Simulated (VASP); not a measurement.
# Pb (Fm-3m) in VASP: settings compared, part 2 of 2

VASP 6.6.1. The steps go on from the part before.

## (3) Single point, RPBE+D4

This run uses another cell than the first one, of 29.11 Å³/atom, 1.021 times its volume.

The input, INCAR:

```
SYSTEM = Pb
PREC = Accurate
ENCUT = 520
EDIFF = 1E-6
ISMEAR = -1
SIGMA = 0.05
LREAL = .FALSE.
LASPH = .TRUE.
NELM = 80
ALGO = Fast
ISIF = 2
LWAVE = .FALSE.
LCHARG = .TRUE.
GGA = RP
IVDW = 13
LELF = .TRUE.
LVHAR = .TRUE.
NBANDS = 13
```

The input, KPOINTS:

```
regular mesh
0
G
  9 9 9
  0 0 0
```

The input, POSCAR:

```
Pb
1.0
    0.0000000000      2.4415696833      2.4415696833
    2.4415696833      0.0000000000      2.4415696833
    2.4415696833      2.4415696833      0.0000000000
Pb
1
Direct
    0.0000000000      0.0000000000      0.0000000000
```

Potentials or basis: VASP PAW PBE potentials, release 64 (Pb_d).

Started as:

```
> cat potpaw_PBE.64/Pb_d/POTCAR > POTCAR
> mpirun -np 1 vasp_std > vasp.out
```

Run time: 30 s. Hardware: 1 thread of AMD EPYC 7R13, shared host; peak memory 0.13 GiB.

Results (log left out):

```yaml
Free_energy: -3.8844 eV
Pressure: 2.4 GPa
Band_gap_on_the_k_mesh: zero (band 7 reaches 15.65 eV, above the bottom of band 8 at 6.24 eV)
Dispersion_energy_per_atom: -0.758 eV
```

Levels at points of the mesh, in eV from the Fermi level:
| k point | band 4 | band 5 | band 6 | band 7 | band 8 | band 9 | band 10 | band 11 |
| --- | --- | --- | --- | --- | --- | --- | --- | --- |
| (0.00, 0.00, 0.00) | -16.85 | -16.85 | -11.87 | 7.93 | 7.93 | 7.93 | 9.91 | 11.99 |

Caveat: the PAW data sets were made with another functional, which shifts forces and pressure a little; spin-orbit coupling is left out, which moves the levels of the heavy elements; pairwise dispersion overbinds metals, which lowers pressure and volume.

## (4) Single point, RPBE+D4

This run uses another cell than the first one, of 29.72 Å³/atom, 1.043 times its volume.

The input, INCAR:

```
SYSTEM = Pb
ALGO     = Normal         ! electronic algorithm
EDIFF    = 1E-7           ! SCF threshold, eV
ENCUT    = 520            ! plane-wave cutoff, eV
GGA      = RP             ! functional
ISIF     = 2              ! what is computed and relaxed
ISMEAR   = -1             ! smearing method
IVDW     = 13             ! dispersion correction
LASPH    = .TRUE.         ! aspherical terms in the spheres
LCHARG   = .TRUE.         ! write CHGCAR
LELF     = .TRUE.         ! ELF
LREAL    = .FALSE.        ! projectors in reciprocal space
LVHAR    = .TRUE.       
LWAVE    = .FALSE.        ! write WAVECAR
NBANDS   = 13             ! bands
NELM     = 100            ! most SCF steps
PREC     = Accurate       ! precision mode
SIGMA    = 0.05           ! smearing width, eV
```

The input, KPOINTS:

```
k-points
0
G
  9 9 9
  0 0 0
```

The input, POSCAR:

```
Pb
1.0
    0.0000000000      2.4584086270      2.4584086270
    2.4584086270      0.0000000000      2.4584086270
    2.4584086270      2.4584086270      0.0000000000
Pb
1
Direct
    0.0000000000      0.0000000000      0.0000000000
```

Started as:

```
> cat potpaw_PBE.64/Pb_d/POTCAR > POTCAR
> mpirun -np 1 vasp_std > vasp.out
```

Run time: 25 s. Hardware: 1 thread of AMD EPYC 7R13, shared host; peak memory 0.13 GiB.

It converged, with:

* Free energy: -3.8915 eV
* Pressure: 1.2 GPa
* Band gap on the k mesh: zero (band 7 reaches 15.24 eV, above the bottom of band 8 at 6.05 eV)
* Dispersion energy per atom: -0.743 eV

Levels at points of the mesh, in eV from the Fermi level:
| k point | band 3 | band 4 | band 5 | band 6 | band 7 | band 8 | band 9 | band 10 | band 11 | band 12 |
| --- | --- | --- | --- | --- | --- | --- | --- | --- | --- | --- |
| (0.00, 0.00, 0.00) | -17.01 | -16.86 | -16.86 | -11.74 | 7.76 | 7.76 | 7.76 | 9.89 | 11.71 | 12.77 |

Caveat: the PAW data sets were made with another functional, which shifts forces and pressure a little; spin-orbit coupling is left out, which moves the levels of the heavy elements; pairwise dispersion overbinds metals, which lowers pressure and volume.

## (5) Single point, LDA

This run uses another cell than the first one, of 29.72 Å³/atom, 1.043 times its volume.

The input, INCAR:

```
SYSTEM = Pb
ALGO = Fast ; EDIFF = 1E-6
ENCUT = 520 ; ISIF = 2
ISMEAR = -1 ; LASPH = .TRUE.
LCHARG = .FALSE. ; LREAL = .FALSE.
LWAVE = .FALSE. ; NBANDS = 13
NELM = 100 ; PREC = Accurate
SIGMA = 0.05
```

KPOINTS is that of step 4.

POSCAR is that of step 4.

Potentials or basis: VASP PAW LDA potentials, release 64 (Pb_d).

Started as:

```
> cat potpaw_LDA.64/Pb_d/POTCAR > POTCAR
> mpirun -np 1 vasp_std > vasp.out
```

OUTCAR:

```text
SYSTEM = Pb
   EDIFF = 1E-6
   ENCUT = 520
   ISIF = 2
   ISMEAR = -1
   LASPH = .TRUE.
   LREAL = .FALSE.
   NELM = 100
   PREC = Accurate

 ion  position               nearest neighbor table
   1  0.000  0.000  0.000-

  LATTYP: Found a face centered cubic cell.
 ALAT       =     4.9168172540

  Lattice vectors:

 A1 = (   0.0000000000,   2.4584086270,   2.4584086270)
 A2 = (   2.4584086270,   0.0000000000,   2.4584086270)
 A3 = (   2.4584086270,   2.4584086270,   0.0000000000)

Analysis of symmetry for initial positions (statically):
[... 5 lines left out ...]
 face centered cubic supercell.

 Subroutine GETGRP returns: Found 48 space group operations
[... 548 lines left out ...]
      8       9.3740      0.00000
      9       9.3740      0.00000
     10      12.8602      0.00000
     11      14.0706      0.00000
     12      25.5672      0.00000
     13      27.4154      0.00000

 [... further k-points ...]
[... 5 lines left out ...]
  --------------------------------------------------------------------------------------
  -------------------------------------------------------------------------------------
  Total       -0.2058701     -0.2058701     -0.2058701     -0.0000000      0.0000000     -0.0000000
  in kB      -11.0997117    -11.0997117    -11.0997117     -0.0000000      0.0000000     -0.0000000
  external PRESSURE =     -11.0997117 kB  Pullay stress =       0.0000000 kB

 VOLUME and BASIS-vectors are now :
 -----------------------------------------------------------------------------
  energy-cutoff  :      520.00
  volume of cell :       29.72
      direct lattice vectors                 reciprocal lattice vectors
     0.000000000  2.458408627  2.458408627    -0.203383601  0.203383601  0.203383601
     2.458408627  0.000000000  2.458408627     0.203383601 -0.203383601  0.203383601
     2.458408627  2.458408627  0.000000000     0.203383601  0.203383601 -0.203383601

 POSITION                                       TOTAL-FORCE (eV/Angst)
 -----------------------------------------------------------------------------------
      0.00000      0.00000      0.00000         0.000000      0.000000      0.000000
 -----------------------------------------------------------------------------------
    total drift:                               -0.000000      0.000000      0.000000

  FREE ENERGIE OF THE ION-ELECTRON SYSTEM (eV)
  ---------------------------------------------------
  free  energy   TOTEN  =        -4.2705936563 eV

  energy  without entropy=       -4.2675180449  energy(sigma->0) =       -4.26905585
```

OSZICAR:

```text
N       E                     dE             d eps       ncg     rms          rms(c)
DAV:   1     0.108911728260E+03    0.10891E+03   -0.70302E+03   915   0.124E+03
DAV:   2     0.113150023627E+01   -0.10778E+03   -0.10418E+03   940   0.314E+02
DAV:   3    -0.415977822979E+01   -0.52913E+01   -0.52725E+01  1141   0.757E+01
DAV:   4    -0.428143159337E+01   -0.12165E+00   -0.12163E+00  1150   0.120E+01
DAV:   5    -0.428655366246E+01   -0.51221E-02   -0.51220E-02  1296   0.233E+00    0.564E-01
RMM:   6    -0.427402995789E+01    0.12524E-01   -0.12426E-02  1087   0.161E+00    0.274E-01
RMM:   7    -0.427070344557E+01    0.33265E-02   -0.74667E-03  1103   0.955E-01    0.829E-02
RMM:   8    -0.427054674381E+01    0.15670E-03   -0.13881E-03  1340   0.558E-01    0.118E-02
RMM:   9    -0.427058595625E+01   -0.39212E-04   -0.40929E-04  1318   0.192E-01    0.118E-02
RMM:  10    -0.427059164726E+01   -0.56910E-05   -0.11003E-04  1178   0.188E-01    0.102E-02
RMM:  11    -0.427059168328E+01   -0.36023E-07   -0.51387E-05  1347   0.846E-02    0.110E-03
RMM:  12    -0.427059337362E+01   -0.16903E-05   -0.16438E-05  1034   0.413E-02    0.110E-03
RMM:  13    -0.427059365631E+01   -0.28269E-06   -0.22086E-06   716   0.221E-02
   1 F= -.42705937E+01 E0= -.42690559E+01  d E =-.307561E-02
```

Wall time 28 s (1 thread of AMD EPYC 7R13, shared host); peak memory 0.11 GiB.

Results:

```
Free energy            : -4.2706 eV
Pressure               : -1.1 GPa
Band gap on the k mesh : zero (band 7 reaches 14.74 eV, above the bottom of band 8 at 5.65 eV)
```

Caveat: spin-orbit coupling is left out, which moves the levels of the heavy elements.

## (6) Summary

| level | potentials or basis | cell | gap on the mesh (eV) | pressure (GPa) |
| --- | --- | --- | --- | --- |
| RPBE+D4 | VASP PAW PBE potentials, release 64 (Pb_d) | a = 3.429 Å, angles 60.0°, 1 atom | none | 3.6 |
| RPBE+D4 | VASP PAW PBE potentials, release 64 (Pb_d) | a = 3.453 Å, angles 60.0°, 1 atom | none | 2.4 |
| RPBE+D4 | VASP PAW PBE potentials, release 64 (Pb_d) | a = 3.477 Å, angles 60.0°, 1 atom | none | 1.2 |
| LDA | VASP PAW LDA potentials, release 64 (Pb_d) | a = 3.477 Å, angles 60.0°, 1 atom | none | -1.1 |

Alike in all rows: task single point; no spin polarisation; k mesh 9 × 9 × 9; cutoff (eV) 520; smearing fermi-dirac 0.05 eV.

Caveats: spin-orbit coupling is left out, which moves the levels of the heavy elements; the PAW data sets were made with another functional, which shifts forces and pressure a little (some runs); pairwise dispersion overbinds metals, which lowers pressure and volume (some runs).

Absolute energies hang on the potentials; compare differences alone.
